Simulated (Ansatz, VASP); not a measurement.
## Two plane-wave programs on N

POSCAR

```
N
1.0
    2.5194737886      0.0000000000      0.0000000000
   -1.2597368943      2.1819283051      0.0000000000
    0.0000000000      0.0000000000      2.4460020000
N
2
Direct
    0.6666666700      0.3333333300      0.2500000000
    0.3333333300      0.6666666700      0.7500000000
```

File INCAR.step1:

```
ALGO = Normal
EDIFF = 1E-4
ENCUT = 600
GGA = PE
ISMEAR = 0
LASPH = T
LCHARG = F
LREAL = F
LWAVE = T
NELM = 100
PREC = Accurate
SIGMA = 0.1
```

The input INCAR.step2:

```
ALGO = Normal
EDIFF = 1E-6
EDIFFG = -0.005
ENCUT = 600
IBRION = 2
ISIF = 3
ISMEAR = 0
ISTART = 1
LASPH = T
LCHARG = F
LMIXTAU = T
LREAL = F
LWAVE = F
METAGGA = R2SCAN
NELM = 100
NSW = 100
PREC = Accurate
SIGMA = 0.1
```

The input KPOINTS:

```
k-points
0
Gamma
  18 18 18
```

Input for Ansatz:

```yaml
crystal:
  lattice:
    - [2.5194737886, 0.0, 0.0]
    - [-1.2597368943, 2.1819283051, 0.0]
    - [0.0, 0.0, 2.446002]
  atoms:
    - { symbol: "N", position: [0.66666667, 0.33333333, 0.25] }
    - { symbol: "N", position: [0.33333333, 0.66666667, 0.75] }
basis:
  ecutwfc: 500
kpoints:
  mp_grid: { grid: [18, 18, 18] }
hamiltonian:
  xc: r2scan
scf:
  occupations: { method: gaussian, width: 0.1 }
output:
  forces: true
  stress: true
  eigenvalues: true
  write_density: true
  write_potential: true
  elf: true
  volumetric_format: npy
relax:
  adjacent_minimum: "off"
  f_tol: 0.005
  max_steps: 80
  cell: { stress_tol: 0.05 }
```

Alike in both runs: task relaxation of cell and atoms; functional r2SCAN; k mesh 18 × 18 × 18; occupations gaussian, width 0.1 eV; no spin polarisation.

|  | VASP | Ansatz |
| --- | --- | --- |
| version | VASP 6.6.1 | Ansatz 0.2.0 |
| potentials or method | VASP PAW PBE potentials, release 64 (N), cutoff 600 eV | scalar-relativistic, plane waves, PAW |
| valence electrons in the cell | 10 | 10 |

|  | VASP | Ansatz | Ansatz less VASP |
| --- | --- | --- | --- |
| gap on the k mesh at the Fermi level, each at its own relaxed structure (eV) | none | none | - |
| relaxed volume (Å³/atom) | 6.95 | 6.95 | -0.001 |
| relaxed cell length with the largest relative difference (Å) | 2.441 | 2.441 | -0.0003 |

VASP's potentials were made for PBE, not for r2SCAN. A gap of «none» marks a metal or a gap that the smearing closes.
